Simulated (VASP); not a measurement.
Set up this calculation in VASP 6.6.1, as the native input.

- Task: single point
- Functional: PBEsol
- Potentials or basis: VASP PAW PBE potentials, release 64 (La)
- Cutoff: 520 eV
- k mesh: 5 × 5 × 2
- Occupations: gaussian, width 0.05 eV
- Spin: no spin polarisation
- Dipole correction: no
- Further INCAR settings: ALGO = Normal; EDIFF = 1e-06; NBANDS = 30

The structure of La lies in POSCAR:

```
La
1.0
    3.6593933642      0.0000000000      0.0000000000
   -1.8296966821      3.1691276159      0.0000000000
    0.0000000000      0.0000000000     11.8022711841
La
4
Direct
    0.0000000000      0.0000000000      0.0000000000
    0.0000000000      0.0000000000      0.5000000000
    0.3333333333      0.6666666667      0.7500000000
    0.6666666667      0.3333333333      0.2500000000
```

One way to write it, as run:

INCAR

```
SYSTEM = La
PREC     = Accurate       ! precision mode
ENCUT    = 520            ! plane-wave cutoff, eV
EDIFF    = 1E-6           ! SCF threshold, eV
ISMEAR   = 0              ! smearing method
SIGMA    = 0.05           ! smearing width, eV
LREAL    = .False.        ! projectors in reciprocal space
LASPH    = .True.         ! aspherical terms in the spheres
NELM     = 100            ! most SCF steps
ALGO     = Normal         ! electronic algorithm
ISIF     = 2              ! what is computed and relaxed
LWAVE    = .False.        ! write WAVECAR
LCHARG   = .False.        ! write CHGCAR
GGA      = PS             ! functional
NBANDS   = 30             ! bands
```

KPOINTS

```
Automatic mesh
0
Gamma
  5 5 2
  0 0 0
```

Potentials or basis: VASP PAW PBE potentials, release 64 (La).

Command:

```sh
$ cat potpaw_PBE.64/La/POTCAR > POTCAR
$ mpirun -np 1 vasp_std > vasp.out
```

It gave:

The pressure is 0.1 GPa. The band gap on the k mesh is zero (bands 22 and 23 overlap by 0.86 eV).

Caveat: the k points lie up to 0.40 Å⁻¹ apart, too coarse for converged energies and pressures of a metal; the PAW data sets were made with another functional, which shifts forces and pressure a little; spin-orbit coupling is left out, which moves the levels of the heavy elements.

Run time: 42 s on 1 thread of AMD EPYC 9R45 96-Core Processor (Zen 5), on a shared host, peak memory 0.21 GiB.
